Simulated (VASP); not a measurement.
Write the native input for VASP 6.6.1 that does the following.

| Quantity | Value |
| --- | --- |
| Task | relaxation of shape and atoms at fixed volume |
| Functional | PBE |
| Potentials or basis | VASP PAW PBE potentials, release 64 (Mg) |
| Cutoff | 600 eV |
| k mesh | 15 × 15 × 8 |
| Occupations | gaussian, width 0.1 eV |
| Spin | no spin polarisation |
| Dipole correction | no |
| Further INCAR settings | ALGO = Normal; EDIFF = 1e-06; IBRION = 2; EDIFFG = -0.01; NSW = 50; ISIF = 4 |

The structure of Mg lies in POSCAR:

```
Mg
1.0
    3.3136848884      0.0000000000      0.0000000000
   -1.6568424442      2.8697352935      0.0000000000
    0.0000000000      0.0000000000      5.3037849842
Mg
2
Direct
    0.3333333333      0.6666666667      0.2500000000
    0.6666666667      0.3333333333      0.7500000000
```

One way to write it, as run:

INCAR

```
SYSTEM = Mg
ALGO     = Normal         ! electronic algorithm
EDIFF    = 1E-6           ! SCF threshold, eV
EDIFFG   = -0.01          ! ionic threshold
ENCUT    = 600            ! plane-wave cutoff, eV
GGA      = PE             ! functional
IBRION   = 2              ! ionic algorithm
ISIF     = 4              ! what is computed and relaxed
ISMEAR   = 0              ! smearing method
LASPH    = .True.         ! aspherical terms in the spheres
LCHARG   = .False.        ! write CHGCAR
LREAL    = .False.        ! projectors in reciprocal space
LWAVE    = .False.        ! write WAVECAR
NELM     = 60             ! most SCF steps
NSW      = 50             ! ionic steps
PREC     = Accurate       ! precision mode
SIGMA    = 0.1            ! smearing width, eV
```

KPOINTS

```
k-points
0
Gamma
  15 15 8
  0 0 0
```

Potentials or basis: VASP PAW PBE potentials, release 64 (Mg).

The run is started by

```sh
$ cat potpaw_PBE.64/Mg/POTCAR > POTCAR
$ mpirun -np 1 vasp_std > vasp.out
```

It gave:

The pressure after relaxing is -2.9 GPa. The band gap on the k mesh is zero (bands 2 and 3 overlap by 2.01 eV).

It took 39 s on 1 thread of Oxide Virtual Turin-like Processor (shared host), peak memory 0.17 GiB.
